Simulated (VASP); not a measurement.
# K (Im-3m) in VASP: further runs

The runs below take K through single point, with r2SCAN.

All numbers are computed with VASP 6.6.1; they aren't measurements. Logs are shortened: lines on timing, memory, paths and dates and some standing lists are left out, and cuts for length are marked.

### Step 1. The cell of the first run

The structure is cubic, space group Im-3m (No. 229). Conventional cell: a = 5.230 Å, b = 5.230 Å, c = 5.230 Å, α = 90.00°, β = 90.00°, γ = 90.00°.

### Step 2. Single point, r2SCAN (71.51 Å³/atom)

POSCAR

```
K
1.0
   -2.6148242185      2.6148242185      2.6148242185
    2.6148242185     -2.6148242185      2.6148242185
    2.6148242185      2.6148242185     -2.6148242185
K
1
Direct
    0.0000000000      0.0000000000      0.0000000000
```

INCAR.step1

```
SYSTEM = K
PREC = Accurate ; ENCUT = 520
ISMEAR = 0 ; SIGMA = 0.1
LREAL = .FALSE. ; LASPH = .TRUE.
NELM = 60 ; NBANDS = 10
GGA = PE ; ALGO = Normal
EDIFF = 1E-4 ; LWAVE = .TRUE.
LCHARG = .FALSE.
```

INCAR.step2

```
SYSTEM = K
PREC = Accurate ; ENCUT = 520
EDIFF = 1E-7 ; ISMEAR = 0
SIGMA = 0.1 ; LREAL = .FALSE.
LASPH = .TRUE. ; NELM = 60
ALGO = Normal ; ISIF = 2
LWAVE = .FALSE. ; LCHARG = .TRUE.
METAGGA = R2SCAN ; LMIXTAU = .TRUE.
LELF = .TRUE. ; LVHAR = .TRUE.
NBANDS = 10 ; ISTART = 1
```

KPOINTS

```
regular mesh
0
G
  12 12 12
  0 0 0
```

Potentials or basis: VASP PAW PBE potentials, release 64 (K_sv).

Run with:

```bash
cat potpaw_PBE.64/K_sv/POTCAR > POTCAR
cp INCAR.step1 INCAR
mpirun -np 1 vasp_std > vasp.out
cp INCAR.step2 INCAR
mpirun -np 1 vasp_std > vasp.out
```

OUTCAR:

```text
SYSTEM = K
   PREC = Accurate
   ENCUT = 520
   EDIFF = 1E-7
   ISMEAR = 0
   LREAL = .FALSE.
   LASPH = .TRUE.
   NELM = 60
   ISIF = 2
   METAGGA = R2SCAN
   ISTART = 1

 ion  position               nearest neighbor table
   1  0.000  0.000  0.000-

  LATTYP: Found a body centered cubic cell.
 ALAT       =     5.2296484370

  Lattice vectors:

 A1 = (  -2.6148242185,   2.6148242185,   2.6148242185)
 A2 = (   2.6148242185,  -2.6148242185,   2.6148242185)
 A3 = (   2.6148242185,   2.6148242185,  -2.6148242185)

Analysis of symmetry for initial positions (statically):
=====================================================================
 Subroutine PRICEL returns:
 Original cell was already a primitive cell.

 Routine SETGRP: Setting up the symmetry group for a
 body centered cubic supercell.

 Subroutine GETGRP returns: Found 48 space group operations
 (whereof 48 operations were pure point group operations)
 out of a pool of 48 trial point group operations.

The static configuration has the point symmetry O_h .

Analysis of symmetry for dynamics (positions and initial velocities):
=====================================================================
 Subroutine PRICEL returns:
 Original cell was already a primitive cell.

 Routine SETGRP: Setting up the symmetry group for a
 body centered cubic supercell.

 Subroutine GETGRP returns: Found 48 space group operations
 (whereof 48 operations were pure point group operations)
 out of a pool of 48 trial point group operations.

The dynamic configuration has the point symmetry O_h .

 Subroutine INISYM returns: Found 48 space group operations
 (whereof 48 operations are pure point group operations),
 and found     1 'primitive' translations

----------------------------------------------------------------------------------------

                                     Primitive cell

  volume of cell :      71.5134

  direct lattice vectors                    reciprocal lattice vectors
    -2.614824218  2.614824218  2.614824218     0.000000000  0.191217443  0.191217443
     2.614824218 -2.614824218  2.614824218     0.191217443  0.000000000  0.191217443
     2.614824218  2.614824218 -2.614824218     0.191217443  0.191217443  0.000000000

  length of vectors
     4.529008399  4.529008399  4.529008399     0.270422301  0.270422301  0.270422301

  position of ions in fractional coordinates (direct lattice)
     0.000000000  0.000000000  0.000000000

  ion indices of the primitive-cell ions
   primitive index   ion index
                 1           1

----------------------------------------------------------------------------------------

 KPOINTS: regular mesh

Automatic generation of k-mesh.
 Grid dimensions read from file:
 generate k-points for:   12   12   12

 Generating k-lattice:

  Cartesian coordinates                     Fractional coordinates (reciprocal lattice)
     0.000000000  0.015934787  0.015934787     0.083333333  0.000000000  0.000000000
     0.015934787  0.000000000  0.015934787     0.000000000  0.083333333  0.000000000
     0.015934787  0.015934787  0.000000000     0.000000000  0.000000000  0.083333333

  Length of vectors
     0.022535192  0.022535192  0.022535192

  Shift w.r.t. Gamma in fractional coordinates (k-lattice)
     0.000000000  0.000000000  0.000000000

 Subroutine IBZKPT returns following result:
 ===========================================

 Found     72 irreducible k-points:

 Following reciprocal coordinates:
            Coordinates               Weight
  0.000000  0.000000  0.000000      1.000000
  0.083333  0.000000  0.000000     12.000000
  0.166667  0.000000  0.000000     12.000000
  0.250000  0.000000  0.000000     12.000000
  0.333333  0.000000  0.000000     12.000000
  0.416667  0.000000  0.000000     12.000000
[... 16 lines left out ...]
  0.333333  0.083333  0.083333     24.000000
  0.416667  0.083333  0.083333     12.000000
 [... further k-points ...]
   k-points           NKPTS =     72   k-points in BZ     NKDIM =     72   number of bands    NBANDS=     10
   number of dos      NEDOS =    301   number of ions     NIONS =      1
   total plane-waves  NPLWV =  46656
   dimension x,y,z NGX =    36 NGY =   36 NGZ =   36
   dimension x,y,z NGXF=    72 NGYF=   72 NGZF=   72
   ions per type =               1
   NGX,Y,Z   is equivalent  to a cutoff of  13.21, 13.21, 13.21 a.u.
   NGXF,Y,Z  is equivalent  to a cutoff of  26.43, 26.43, 26.43 a.u.
 SYSTEM =  K
   PREC   = accura    normal or accurate (medium, high low for compatibility)
   ISTART =      1    job   : 0-new  1-cont  2-samecut
   ICHARG =      0    charge: 1-file 2-atom 10-const
   ISPIN  =      1    spin polarized calculation?
   LNONCOLLINEAR =      F non collinear calculations
   LSORBIT =      F    spin-orbit coupling
   LASPH  =      T    aspherical Exc in radial PAW
   ENCUT  =  520.0 eV  38.22 Ry    6.18 a.u.   8.42  8.42  8.42*2*pi/ulx,y,z
   NELM   =     60;   NELMIN=  2; NELMDL=  0     # of ELM steps
   EDIFF  = 0.1E-06   stopping-criterion for ELM
   LREAL  =      F    real-space projection
   EDIFFG = 0.1E-05   stopping-criterion for IOM
   NSW    =      0    number of steps for IOM
   IBRION =     -1    ionic relax: 0-MD 1-quasi-New 2-CG
   NFREE  =      0    steps in history (QN), initial steepest desc. (CG)
   ISIF   =      2    stress and relaxation
   ISYM   =      2    0-nonsym 1-usesym 2-fastsym
   POTIM  = 0.5000    time-step for ionic-motion
   TEBEG  =    0.0;   TEEND  =   0.0 temperature during run
   PSTRESS=    0.0 pullay stress
   NELECT =       9.0000    total number of electrons
   NUPDOWN=      -1.0000    fix difference up-down
   EMIN   =  10.00;   EMAX   =-10.00  energy-range for DOS
   EFERMI =   0.00;   METHOD = LEGACY
   ISMEAR =     0;   SIGMA  =   0.10  broadening in eV -4-tet -1-fermi 0-gaus
   EFERMI_NEDOS =   21; number of points for ismear=-14 and -15
   IALGO  =     38    algorithm
   IMIX   =      4    mixing-type and parameters
     AMIX     =   0.40;   BMIX     =  1.00
     AMIX_MAG =   1.60;   BMIX_MAG =  1.00
  volume/ion in A,a.u.               =      71.51       482.60
  Fermi-wavevector in a.u.,A,eV,Ry     =   0.820402  1.550334  9.157521  0.673059
  Thomas-Fermi vector in A             =   1.931377
   LORBIT       =      0    0 simple, 1 ext, 2 COOP (PROOUT), +10 PAW based schemes
   METAGGA = R2SCAN    functional components
   LHFCALC =     F    Hartree Fock is set to
   AEXX    =    0.0000 exact exchange contribution
   IVDW    =     0    specifies the selected vdW correction
   LEPSILON=     F    determine dielectric tensor
   LRPA    =     F    only Hartree local field effects (RPA)
 non-spin polarized calculation
 Gauss-broadening in eV      SIGMA  =   0.10
  energy-cutoff  :      520.00
  volume of cell :       71.51
 maximum number of plane-waves:      1961
 NGX is ok and might be reduce to    36
   NGX = 17   NGY = 17   NGZ = 17

 number of electron       9.0000000 magnetization

 Free energy of the ion-electron system (eV)
  ---------------------------------------------------
  ext. energy  EPLUGINS =         0.00000000
  ---------------------------------------------------
  free energy    TOTEN  =        -6.00881589 eV

  energy without entropy =       -6.00415500  energy(sigma->0) =       -6.00648544

 E-fermi :  -0.0204     XC(G=0):  -5.9796

 val. band max:       -0.0434990703   @ k =   0.2500   0.2500   0.0000
 cond. band min:       0.0309076004   @ k =   0.3333   0.1667   0.0000
 fundamental gap:      0.0744066707
 Fermi energy:        -0.0204376839

 k-point     1 :       0.0000    0.0000    0.0000
  band No.  band energies     occupation
      1     -33.6399      2.00000
      2     -16.3092      2.00000
      3     -16.3092      2.00000
      4     -16.3092      2.00000
      5      -2.3455      2.00000
      6       4.7799      0.00000
      7       4.7799      0.00000
      8       4.7799      0.00000
      9       5.7566      0.00000
     10       5.7566      0.00000

 k-point     2 :       0.0833    0.0000    0.0000
  band No.  band energies     occupation
      1     -33.6396      2.00000
      2     -16.3144      2.00000
      3     -16.3109      2.00000
      4     -16.3092      2.00000
      5      -2.2515      2.00000
      6       4.6268      0.00000
      7       4.6482      0.00000
      8       4.8551      0.00000
      9       5.5753      0.00000
     10       5.7257      0.00000

 k-point     3 :       0.1667    0.0000    0.0000
  band No.  band energies     occupation
      1     -33.6387      2.00000
      2     -16.3286      2.00000
      3     -16.3155      2.00000
      4     -16.3092      2.00000
      5      -1.9736      2.00000
      6       4.0421      0.00000
      7       4.3439      0.00000
      8       5.0789      0.00000
      9       5.4871      0.00000
     10       5.6749      0.00000

 k-point     4 :       0.2500    0.0000    0.0000
  band No.  band energies     occupation
      1     -33.6374      2.00000
      2     -16.3478      2.00000
      3     -16.3218      2.00000
      4     -16.3092      2.00000
      5      -1.5244      2.00000
      6       3.2188      0.00000
      7       4.0105      0.00000
      8       5.4453      0.00000
      9       5.5723      0.00000
     10       5.6780      0.00000
[... 222 lines left out ...]
 k-point    22 :       0.2500    0.0833    0.0833
  band No.  band energies     occupation
      1     -33.6360      2.00000
      2     -16.3675      2.00000
      3     -16.3281      2.00000
      4     -16.3138      2.00000
      5      -0.7563      2.00000
      6       2.3965      0.00000
      7       3.2628      0.00000
      8       5.5545      0.00000
      9       5.9204      0.00000
     10       6.0294      0.00000

 k-point    23 :       0.3333    0.0833    0.0833
  band No.  band energies     occupation
      1     -33.6352      2.00000
      2     -16.3769      2.00000
      3     -16.3348      2.00000
      4     -16.3141      2.00000
      5      -0.0444      1.26505
      6       1.5757      0.00000
      7       3.0990      0.00000
      8       5.3905      0.00000
      9       6.2171      0.00000
     10       6.2211      0.00000

 k-point    24 :       0.4167    0.0833    0.0833
  band No.  band energies     occupation
      1     -33.6349      2.00000
      2     -16.3803      2.00000
      3     -16.3373      2.00000
      4     -16.3142      2.00000
      5       0.7453      0.00000
      6       0.7512      0.00000
      7       3.0439      0.00000
      8       5.2887      0.00000
      9       6.3513      0.00000
     10       6.3808      0.00000

 [... further k-points ...]

------------------------ aborting loop because EDIFF is reached ----------------------------------------

  FORCE on cell =-STRESS in cart. coord.  units (eV):
  Direction    XX          YY          ZZ          XY          YZ          ZX
  --------------------------------------------------------------------------------------
  -------------------------------------------------------------------------------------
  Total        0.1086468      0.1086468      0.1086468     -0.0000000      0.0000000     -0.0000000
  in kB        2.4341087      2.4341087      2.4341087     -0.0000000      0.0000000     -0.0000000
  external PRESSURE =       2.4341087 kB  Pullay stress =       0.0000000 kB

 VOLUME and BASIS-vectors are now :
 -----------------------------------------------------------------------------
  energy-cutoff  :      520.00
  volume of cell :       71.51
      direct lattice vectors                 reciprocal lattice vectors
    -2.614824218  2.614824218  2.614824218     0.000000000  0.191217443  0.191217443
     2.614824218 -2.614824218  2.614824218     0.191217443  0.000000000  0.191217443
     2.614824218  2.614824218 -2.614824218     0.191217443  0.191217443  0.000000000

 POSITION                                       TOTAL-FORCE (eV/Angst)
 -----------------------------------------------------------------------------------
      0.00000      0.00000      0.00000         0.000000      0.000000      0.000000
 -----------------------------------------------------------------------------------
    total drift:                               -0.000000      0.000000      0.000000

  FREE ENERGIE OF THE ION-ELECTRON SYSTEM (eV)
  ---------------------------------------------------
  free  energy   TOTEN  =        -6.0088158885 eV

  energy  without entropy=       -6.0041549951  energy(sigma->0) =       -6.00648544
```

Wall time 77 s (1 thread of Intel Xeon 6975P-C (Granite Rapids), shared host); peak memory 0.23 GiB.

What came out:

```
Free energy            : -6.0088 eV
Pressure               : 0.2 GPa
Band gap on the k mesh : zero (an odd number of electrons rules out a gap without spin polarisation)
```

Caveat: the PAW data sets were made with another functional, which shifts forces and pressure a little.

### Step 3. Single point, r2SCAN (73.80 Å³/atom)

This run uses another cell than the first one, of 73.80 Å³/atom.

POSCAR

```
K
1.0
   -2.6423507068      2.6423507068      2.6423507068
    2.6423507068     -2.6423507068      2.6423507068
    2.6423507068      2.6423507068     -2.6423507068
K
1
Direct
    0.0000000000      0.0000000000      0.0000000000
```

INCAR.step1

```
PREC = Accurate
ENCUT = 520
ISMEAR = 0
SIGMA = 0.1
LREAL = F
LASPH = T
NELM = 80
NBANDS = 10
GGA = PE
ALGO = Normal
EDIFF = 1E-4
LWAVE = T
LCHARG = F
```

INCAR.step2

```
PREC = Accurate
ENCUT = 520
EDIFF = 1E-6
ISMEAR = 0
SIGMA = 0.1
LREAL = F
LASPH = T
NELM = 80
ALGO = Normal
ISIF = 2
LWAVE = F
LCHARG = T
METAGGA = R2SCAN
LMIXTAU = T
LELF = T
LVHAR = T
NBANDS = 10
ISTART = 1
```

KPOINTS

```
regular mesh
0
Gamma
  12 12 12
```

Potentials or basis: VASP PAW PBE potentials, release 64 (K_sv).

Run with:

```bash
cat potpaw_PBE.64/K_sv/POTCAR > POTCAR
cp INCAR.step1 INCAR
mpirun -np 1 vasp_std > vasp.out
cp INCAR.step2 INCAR
mpirun -np 1 vasp_std > vasp.out
```

It took 67 s on 1 thread of Intel Xeon 6975P-C (Granite Rapids), shared host; peak memory 0.23 GiB.

It converged, with:

```
Free energy            : -6.0117 eV
Pressure               : 0.1 GPa
Band gap on the k mesh : zero (an odd number of electrons rules out a gap without spin polarisation)
```

Levels at points of the mesh, in eV from the Fermi level:
```tsv
k point	band 1	band 2	band 3	band 4	band 5	band 6	band 7	band 8
(0.00, 0.00, 0.00)	-33.64	-16.31	-16.31	-16.31	-2.28	4.77	4.77	4.77
(0.50, 0.00, 0.00)	-33.63	-16.38	-16.33	-16.31	0.59	0.66	3.51	5.44
(0.50, 0.50, 0.50)	-33.63	-16.36	-16.36	-16.36	1.80	1.80	3.78	3.78
```

Caveat: the PAW data sets were made with another functional, which shifts forces and pressure a little.

(Part 1 of 2 ends here.)

The gap in the log of VASP goes by the Fermi energy; the results here count the filled bands.